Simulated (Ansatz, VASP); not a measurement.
**One calculation of Zn, two programs**

File INCAR:

```
SYSTEM = Zn
PREC = Accurate ; ENCUT = 520
EDIFF = 1E-8 ; ISMEAR = -1
SIGMA = 0.03 ; LREAL = .False.
LASPH = .True. ; NELM = 80
ALGO = Normal ; ISIF = 2
LWAVE = .False. ; LCHARG = .False.
GGA = CA ; LEFG = .True.
NBANDS = 19
```

The input KPOINTS:

```
regular mesh
0
Gamma
  18 18 8
  0 0 0
```

The input POSCAR:

```
Zn
1.0
    2.6647980532      0.0000000000      0.0000000000
   -1.3323990266      2.3077828100      0.0000000000
    0.0000000000      0.0000000000      4.9467000000
Zn
2
Direct
    0.3333333333      0.6666666667      0.2500000000
    0.6666666667      0.3333333333      0.7500000000
```

Input for Ansatz:

```yaml
crystal:
  lattice:
    - [2.6647980532, 0.0, 0.0]
    - [-1.3323990266, 2.30778281, 0.0]
    - [0.0, 0.0, 4.9467]
  atoms:
    - { symbol: Zn, position: [0.3333333333, 0.6666666667, 0.25] }
    - { symbol: Zn, position: [0.6666666667, 0.3333333333, 0.75] }
kpoints:
  mp_grid: { grid: [18, 18, 8] }
  band_path:
    path:
      - [0.0, 0.0, 0.0]
      - [0.5, 0.0, 0.0]
      - [0.3333333333, 0.3333333333, 0.0]
      - [0.0, 0.0, 0.0]
      - [0.0, 0.0, 0.5]
      - [0.5, 0.0, 0.5]
      - [0.3333333333, 0.3333333333, 0.5]
      - [0.0, 0.0, 0.5]
      - [0.5, 0.0, 0.5]
    npoints: 5
scf:
  occupations: { method: fermi_dirac, width: 0.03 }
hamiltonian:
  xc: lda
  pseudopotentials: { kind: paw }
output:
  forces: true
  stress: true
  eigenvalues: true
  efg: { contact_densities: true }
```

Alike in both runs: task electric field gradients; functional LDA; k mesh 18 × 18 × 8; occupations fermi-dirac, width 0.03 eV; no spin polarisation.

|  | VASP | Ansatz |
| --- | --- | --- |
| version | VASP 6.6.1 | Ansatz 0.2.0 |
| potentials or method | VASP PAW LDA potentials, release 64 (Zn) | PAW with Ansatz's default frozen-core files, scalar-relativistic |
| plane-wave cutoff (eV) | 520 | 420 |
| valence electrons in the cell | 24 | 24 |

|  | VASP | Ansatz | Ansatz less VASP |
| --- | --- | --- | --- |
| pressure (GPa) | -8.4 | -8.8 | -0.49 |
| traceless stress, the component that is largest in VASP (GPa) | 2.27 | 2.43 | +0.161 |
| size of Vzz on the site where it differs most (V/Å²) | 36.2 | 34.8 | -1.49 |

LDA's correlation is that of Perdew and Zunger in VASP and of Perdew and Wang (1992) in Ansatz.
